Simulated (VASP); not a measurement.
A run of VASP 6.6.1 is set up as follows.

INCAR

```
PREC = Accurate
ENCUT = 520
EDIFF = 1E-6
ISMEAR = 0
SIGMA = 0.05
LREAL = False
LASPH = True
NELM = 100
ALGO = Normal
ISIF = 2
LWAVE = False
LCHARG = False
GGA = PS
NBANDS = 15
```

The input KPOINTS:

```
regular mesh
0
Gamma
  6 6 6
```

POSCAR

```
KCl
1.0
    0.0000000000      3.2823440000      3.1561000000
    3.2823440000      0.0000000000      3.1561000000
    3.2823440000      3.2823440000      0.0000000000
K Cl
1 1
Direct
    0.0000000000      0.0000000000      0.0000000000
    0.5000000000      0.5000000000      0.5000000000
```

Potentials or basis: VASP PAW PBE potentials, release 64 (K_sv, Cl).

Launch:

```sh
$ cat potpaw_PBE.64/K_sv/POTCAR potpaw_PBE.64/Cl/POTCAR > POTCAR
$ mpirun -np 1 vasp_std > vasp.out
```

Estimate the pressure.

-1.5 GPa.

Estimate the band gap on the k mesh.

4.75 eV, direct.

Stress tensor (GPa, compression positive):
```
-1.75  0.00  0.00
 0.00 -1.75  0.00
 0.00  0.00 -0.93
```

Caveat: the cell differs from its parent crystal (strain +0.040 along x and y, +0.000 along z); the PAW data sets were made with another functional, which shifts forces and pressure a little.
